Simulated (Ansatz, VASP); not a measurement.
## One calculation of Li2TiO2, two programs

```
CELL_PARAMETERS angstrom
4.15979 0.00000 0.00000
-2.07990 3.60249 0.00000
0.00000 0.00000 3.54148
ATOMIC_POSITIONS crystal
Li 0.33333 0.66667 0.15662
Li 0.66667 0.33333 0.15662
Ti 0.00000 0.00000 0.08043
O 0.33333 0.66667 0.65556
O 0.66667 0.33333 0.65556
```

Alike in both runs: task single point; functional PBE; k mesh 6 × 6 × 6; occupations gaussian, width 0.1 eV; collinear spin.

|  | VASP | Ansatz |
| --- | --- | --- |
| version | VASP 6.6.1 | Ansatz 0.2.0 |
| potentials or method | VASP PAW PBE potentials, release 64 (Li_sv, Ti_sv, O), cutoff 520 eV | scalar-relativistic, plane waves, PAW |
| valence electrons in the cell | 30 | 30 |

|  | VASP | Ansatz | Ansatz less VASP |
| --- | --- | --- | --- |
| gap on the k mesh at the Fermi level (eV) | none | none | - |
| rms of the force components (eV/Å) | 0.392 | 0.339 | -0.0527 |
| net moment per atom (μB) | 0.00 | 0.40 | +0.400 |
| size of the moment on the site where the two differ most (μB) | 0.00 | 1.68 | +1.680 |

The net moments are unlike, so the other rows may belong to different states. Site moments also hang on the region over which each program counts them. Atom by atom the forces differ by 0.062 eV/Å (rms over components). A gap of «none» marks a metal or a gap that the smearing closes.

Noted on VASP's run: the cutoff is short for stress, so the pressure is rough.
